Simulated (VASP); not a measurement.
# PbSe (Fmm2) in VASP: a series of runs, part 2 of 2

VASP 6.6.1. The steps go on from the part before.

## 4. Single point, LDA

The input, INCAR:

```
PREC = Accurate
ENCUT = 520
EDIFF = 1E-6
ISMEAR = 0
SIGMA = 0.01
LREAL = False
LASPH = True
NELM = 100
ALGO = Normal
ISIF = 2
LWAVE = False
LCHARG = False
GGA = CA
NBANDS = 28
```

The input, KPOINTS:

```
Automatic mesh
0
Gamma
  4 4 4
```

The input, POSCAR:

```
PbSe
1.0
    0.0000000000     12.0008000000      3.1254400000
    3.1181500000      0.0000000000      3.1254400000
    3.1181500000     12.0008000000      0.0000000000
Pb Se
2 2
Direct
    0.1907300000      0.8052700000      0.1947300000
    0.8052700000      0.1907300000      0.8092700000
    0.6744200000      0.2955800000      0.7044200000
    0.2955800000      0.6744200000      0.3255800000
```

Run with:

```sh
$ cat potpaw_LDA.64/Pb_d/POTCAR potpaw_LDA.64/Se/POTCAR > POTCAR
$ mpirun -np 1 vasp_std > vasp.out
```

Wall time 3.4 min (1 thread of AMD EPYC 9R45 (Zen 5), shared host); peak memory 0.48 GiB.

The run converged. Its results:

```
Free energy            : -18.1965 eV
Pressure               : -1.9 GPa
Largest force          : 0.396 eV/Å
Band gap on the k mesh : 1.59 eV, direct
```

Forces in eV/Å, atoms in the order of the input:
```
Pb   0.000  0.360  0.024
Pb   0.000 -0.360  0.024
Se   0.000  0.395 -0.024
Se   0.000 -0.395 -0.024
```

Stress tensor (GPa, compression positive):
```
-2.09  0.00  0.00
 0.00 -1.48  0.00
 0.00  0.00 -2.10
```

Levels at points of the mesh, in eV from the valence-band top:
```
           k point  band 17  band 18  band 19  band 20  band 21  band 22  band 23  band 24
(0.00, 0.00, 0.00)    -2.21    -1.21    -1.20    -0.33     2.22     4.26     4.58     4.91
(0.50, 0.00, 0.00)    -0.77    -0.77     0.00     0.00     1.59     1.59     2.54     2.54
(0.50, 0.50, 0.00)    -2.58    -2.58    -1.24    -1.22     3.71     3.74     5.17     5.17
(0.50, 0.00, 0.50)    -2.21    -1.21    -1.20    -0.33     2.14     4.58     4.76     4.91
(0.00, 0.50, 0.50)    -2.58    -2.58    -1.24    -1.22     3.72     3.73     5.15     5.19
```

Caveat: spin-orbit coupling is left out, which moves the levels of the heavy elements.

## 5. Single point, LDA

The input, INCAR:

```
PREC = Accurate ; ENCUT = 520
EDIFF = 1E-6 ; ISMEAR = 0
SIGMA = 0.01 ; LREAL = F
LASPH = T ; NELM = 60
ALGO = Normal ; ISIF = 2
LWAVE = F ; LCHARG = T
LELF = T ; LVHAR = T
NBANDS = 28
```

The input, KPOINTS:

```
Automatic mesh
0
Gamma
  5 5 5
```

POSCAR is that of step 4.

Potentials or basis: VASP PAW LDA potentials, release 64 (Pb_d, Se).

Run with:

```sh
$ cat potpaw_LDA.64/Pb_d/POTCAR potpaw_LDA.64/Se/POTCAR > POTCAR
$ mpirun -np 1 vasp_std > vasp.out
```

OUTCAR:

```text
PREC = Accurate
   ENCUT = 520
   EDIFF = 1E-6
   ISMEAR = 0
   LREAL = F
   LASPH = T
   NELM = 60
   ISIF = 2

 ion  position               nearest neighbor table
   1  0.191  0.805  0.195-   4 2.83   3 3.05   3 3.12   3 3.12   3 3.21
   2  0.805  0.191  0.809-   3 2.83   4 3.05   4 3.12   4 3.12   4 3.21
   3  0.674  0.296  0.704-   2 2.83   1 3.05   1 3.12   1 3.12   1 3.21
   4  0.296  0.674  0.326-   1 2.83   2 3.05   2 3.12   2 3.12   2 3.21

  LATTYP: Found a face centered orthorhombic cell.
 ALAT       =     6.2363000000
 B/A-ratio  =     1.0023379247
 C/A-ratio  =     3.8486923336

  Lattice vectors:

 A1 = (   0.0000000000,  12.0008000000,   3.1254400000)
 A2 = (  -3.1181500000,  12.0008000000,   0.0000000000)
 A3 = (  -3.1181500000,   0.0000000000,   3.1254400000)

Analysis of symmetry for initial positions (statically):
=====================================================================
 Subroutine PRICEL returns:
 Original cell was already a primitive cell.

 Routine SETGRP: Setting up the symmetry group for a
 face centered orthorhombic supercell.
[... 171 lines left out ...]

 E-fermi :  -0.2493     XC(G=0):  -5.7499

 val. band max:       -0.3065661541   @ k =  -0.4000   0.0000   0.2000
 cond. band min:       0.9673015829   @ k =  -0.2000   0.0000   0.2000
 fundamental gap:      1.2738677370
 Fermi energy:        -0.2493028009

 k-point     1 :       0.0000    0.0000    0.0000
  band No.  band energies     occupation
      1     -16.7914      2.00000
      2     -16.6962      2.00000
      3     -16.6905      2.00000
      4     -16.6824      2.00000
      5     -16.6794      2.00000
      6     -16.6778      2.00000
[... 733 lines left out ...]
     27       5.0336      0.00000
     28       5.7242      0.00000

 [... further k-points ...]

------------------------ aborting loop because EDIFF is reached ----------------------------------------

  FORCE on cell =-STRESS in cart. coord.  units (eV):
  Direction    XX          YY          ZZ          XY          YZ          ZX
  --------------------------------------------------------------------------------------
  -------------------------------------------------------------------------------------
  Total       -3.0996234     -1.7807016     -3.1105654      0.0000000      0.0000000      0.0000000
  in kB      -21.2310342    -12.1970100    -21.3059820      0.0000000      0.0000000      0.0000000
  external PRESSURE =     -18.2446754 kB  Pullay stress =       0.0000000 kB

 VOLUME and BASIS-vectors are now :
 -----------------------------------------------------------------------------
  energy-cutoff  :      520.00
  volume of cell :      233.91
      direct lattice vectors                 reciprocal lattice vectors
     0.000000000 12.000800000  3.125440000    -0.160351490  0.041663889  0.159977475
     3.118150000  0.000000000  3.125440000     0.160351490 -0.041663889  0.159977475
     3.118150000 12.000800000  0.000000000     0.160351490  0.041663889 -0.159977475

 POSITION                                       TOTAL-FORCE (eV/Angst)
 -----------------------------------------------------------------------------------
      3.11815      4.62583      3.11294         0.000000      0.305647      0.018405
      3.11815     19.37577      3.11294         0.000000     -0.305647      0.018405
      3.11815     16.54718      3.03168         0.000000      0.313380     -0.018405
      3.11815      7.45442      3.03168         0.000000     -0.313380     -0.018405
 -----------------------------------------------------------------------------------
    total drift:                               -0.000020     -0.000009      0.000169

  FREE ENERGIE OF THE ION-ELECTRON SYSTEM (eV)
  ---------------------------------------------------
  free  energy   TOTEN  =       -18.1911786415 eV

  energy  without entropy=      -18.1911786415  energy(sigma->0) =      -18.19117864
```

Wall time 5.2 min (1 thread of AMD EPYC 9R45 (Zen 5), shared host); peak memory 0.52 GiB.

Results:

| Property | Result |
| --- | --- |
| Free energy | -18.1912 eV |
| Pressure | -1.8 GPa |
| Largest force | 0.314 eV/Å |
| Band gap on the k mesh | 1.27 eV, direct |

Forces in eV/Å, atoms in the order of the input:
```
Pb   0.000  0.306  0.018
Pb   0.000 -0.306  0.018
Se   0.000  0.313 -0.018
Se   0.000 -0.313 -0.018
```

Levels at points of the mesh, in eV from the valence-band top:
```
           k point  band 18  band 19  band 20  band 21  band 22  band 23
(0.00, 0.00, 0.00)    -1.42    -1.41    -0.55     2.00     4.05     4.35
```

Caveat: spin-orbit coupling is left out, which moves the levels of the heavy elements.

## 6. Summary

```tsv
k mesh	gap on the mesh (eV)	pressure (GPa)	largest force (eV/Å)
2 × 2 × 2	1.54	-1.1	1.15
3 × 3 × 3	1.96	-2.0	0.23
4 × 4 × 4	1.59	-1.9	0.40
5 × 5 × 5	1.27	-1.8	0.31
```

Alike in all rows: task single point; level LDA; potentials or basis VASP PAW LDA potentials, release 64 (Pb_d, Se); no spin polarisation; cell as given; cutoff (eV) 520; smearing gaussian 0.01 eV.

Caveats: some runs use coarse meshes; spin-orbit coupling is left out, which moves the levels of the heavy elements; forces of over 1 eV/Å act on the atoms, so gaps and moduli don't describe the material at rest (some runs).

Total energies depend on the potentials used, so only differences within one code and one set of settings carry meaning.
